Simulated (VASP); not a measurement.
A run of VASP 6.6.1:

INCAR

```
PREC = Accurate
ENCUT = 400
EDIFF = 1E-6
ISMEAR = -1
SIGMA = 0.2309
LREAL = Auto
LASPH = True
NELM = 120
ALGO = Normal
ISIF = 2
LWAVE = False
LCHARG = False
GGA = PE
ISYM = -1
NBANDS = 103
GGA_COMPAT = False
```

Contents of KPOINTS:

```
explicit points
1
Reciprocal
  0.25000000   0.25000000   0.25000000 1
```

POSCAR

```
Ti9Ni7
1.0
    6.1173580000      0.0376560000      0.0215690000
    0.0376560000      6.2512350000      0.3066880000
    0.0215690000      0.3066880000      6.5379140000
Ti Ni
9 7
Direct
    0.8088915128      0.3964668577      0.2916999813
    0.4525906472      0.5442651539      0.5897878866
    0.2651229714     -0.0752993209      0.5846048083
    0.7691246712      0.8752378261      0.3643230565
    0.3216846354      0.1731527370      0.8978479554
    0.7458371298      0.0351812697      0.6519765120
    0.5516941153      0.6526549410      0.9807230672
    0.8980455057      0.5414640475      0.7952974803
    0.0699433810      0.7875539316      0.9841516807
    0.0020856640      0.1243767777      0.2367617789
    0.4713243066      0.1980412503      0.3445241297
    0.0460710457      0.6528117252      0.3942529332
    0.4043730493      0.7759450640      0.2970608114
    0.1288367916      0.2876942491      0.5935744559
    0.2460531159      0.3666890518      0.1503064660
    0.7373097739      0.1358447784     -0.0243040820
```

Potentials or basis: VASP PAW PBE potentials, release 64 (Ti_sv, Ni).

Run with:

```bash
$ cat potpaw_PBE.64/Ti_sv/POTCAR potpaw_PBE.64/Ni/POTCAR > POTCAR
$ mpirun -np 1 vasp_std > vasp.out
```

Hardware: 1 thread of Intel(R) Xeon(R) Platinum 8375C CPU @ 2.90GHz (Ice Lake) (shared host).

How long does it take, and how much memory?

Run time: 3.3 min on 1 thread of Intel(R) Xeon(R) Platinum 8375C CPU @ 2.90GHz (Ice Lake), on a shared host, peak memory 0.26 GiB. Counts: scf iterations 28, k points 1.
